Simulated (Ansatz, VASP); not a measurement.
One calculation of C, two programs

File INCAR:

```
PREC = Accurate ; ENCUT = 600
EDIFF = 1E-6 ; ISMEAR = 0
SIGMA = 0.02 ; LREAL = False
LASPH = True ; NELM = 120
ALGO = Normal ; ISIF = 2
LWAVE = False ; LCHARG = False
GGA = PE ; NBANDS = 11
GGA_COMPAT = False
```

KPOINTS

```
regular mesh
0
Gamma
  12 12 12
```

POSCAR

```
C
1.0
    0.0000000000      1.7677555819      1.7677555819
    1.7677555819      0.0000000000      1.7677555819
    1.7677555819      1.7677555819      0.0000000000
C
2
Direct
    0.0000000000      0.0000000000      0.0000000000
    0.2500000000      0.2500000000      0.2500000000
```

Input for Ansatz:

```yaml
crystal:
  lattice:
    - [0.0, 1.7677555819, 1.7677555819]
    - [1.7677555819, 0.0, 1.7677555819]
    - [1.7677555819, 1.7677555819, 0.0]
  atoms:
    - { symbol: C, position: [0.0, 0.0, 0.0] }
    - { symbol: C, position: [0.25, 0.25, 0.25] }
basis:
  ecutwfc: 420
kpoints:
  mp_grid: { grid: [12, 12, 12] }
hamiltonian:
  xc: pbe
scf:
  occupations: { method: gaussian, width: 0.02 }
  mixing: { beta: 0.2 }
  n_extra_bands: 16
output:
  forces: true
  stress: true
  eigenvalues: true
```

Alike in both runs: task single point; functional PBE; k mesh 12 × 12 × 12; occupations gaussian, width 0.02 eV; no spin polarisation.

|  | VASP | Ansatz |
| --- | --- | --- |
| version | VASP 6.6.1 | Ansatz 0.2.0 |
| potentials or method | VASP PAW PBE potentials, release 64 (C), cutoff 600 eV | scalar-relativistic, plane waves, PAW |
| valence electrons in the cell | 8 | 8 |

|  | VASP | Ansatz | Ansatz less VASP |
| --- | --- | --- | --- |
| gap on the k mesh at the Fermi level (eV) | 4.21 | 4.22 | +0.004 |
| least direct gap on the mesh (eV) | 5.66 | 5.67 | +0.005 |
| pressure (GPa) | 14.0 | 13.9 | -0.07 |
